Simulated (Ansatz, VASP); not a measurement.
## Two plane-wave programs on Hf

```xyz
2
Lattice="3.2000 0.0000 0.0000 -1.6000 2.7713 0.0000 0.0000 0.0000 5.0624" Properties=species:S:1:pos:R:3 pbc="T T T"
Hf    0.0000    0.0000    0.0000
Hf    0.0000    1.8475    2.5312
```

Alike in both runs: task single point; functional PBEsol; k mesh 29 × 29 × 16; no spin polarisation.

|  | VASP | Ansatz |
| --- | --- | --- |
| version | VASP 6.6.1 | Ansatz 0.2.0 |
| potentials or method | VASP PAW PBE potentials, release 64 (Hf_pv) | plane-wave PAW, scalar-relativistic |
| plane-wave cutoff (eV) | 520 | 420 |
| occupations | methfessel-paxton of order 1, width 0.1 eV | cold, width 0.1 eV |
| valence electrons in the cell | 20 | 52 |

|  | VASP | Ansatz | Ansatz less VASP |
| --- | --- | --- | --- |
| pressure (GPa) | -4.4 | -4.1 | +0.35 |
| traceless stress, the component that is largest in VASP (GPa) | -0.18 | -0.11 | +0.076 |

VASP's potentials were made for PBE, not for PBEsol, and Ansatz warns of the same on its side. VASP's potentials hold 20 valence electrons a cell and Ansatz's 52, so a difference there can come from the potentials and not from the codes.

Spin-orbit coupling is off throughout.
